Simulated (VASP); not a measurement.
Crystal: GaN.

```
CELL_PARAMETERS angstrom
3.18893 0.00000 0.00000
-1.59447 2.76169 0.00000
0.00000 0.00000 5.19236
ATOMIC_POSITIONS crystal
Ga 0.66667 0.33333 0.49908
Ga 0.33333 0.66667 0.99908
N 0.66667 0.33333 0.87592
N 0.33333 0.66667 0.37592
```

```yaml
Program: VASP 6.6.1
Task: relaxation of cell and atoms
Functional: PBE
Potentials_or_basis: VASP PAW PBE potentials, release 64 (Ga_d, N)
Cutoff: 600 eV
k_mesh: 11 × 11 × 8
Occupations: gaussian, width 0.02 eV
Spin: no spin polarisation
```

At the start: pressure 5.1 GPa; volume 11.43 Å³/atom.

Question: How do energy, volume and symmetry change on relaxing?

Answer: Over 3 steps the energy falls by 5.0 meV/atom and the volume is 11.76 Å³/atom (+2.8 %); space group P6_3mc (No. 186, to 0.1 Å) before and after.

Step by step:
```tsv
step	energy change (eV)	largest force (eV/Å)	pressure (GPa)	volume (Å³)
1	0.0000	0.0058	5.06	45.73
2	-0.0060	0.0043	-3.85	48.16
3	-0.0200	0.0002	-0.01	47.03
```

Final structure:
```yaml
crystal:
  lattice:
    - [3.21858, 0.00000, 0.00000]
    - [-1.60929, 2.78737, 0.00000]
    - [0.00000, 0.00000, 5.24205]
  atoms:
    - { symbol: Ga, position: [0.66667, 0.33333, 0.49911] }
    - { symbol: Ga, position: [0.33333, 0.66667, 0.99911] }
    - { symbol: N, position: [0.66667, 0.33333, 0.87589] }
    - { symbol: N, position: [0.33333, 0.66667, 0.37589] }
```
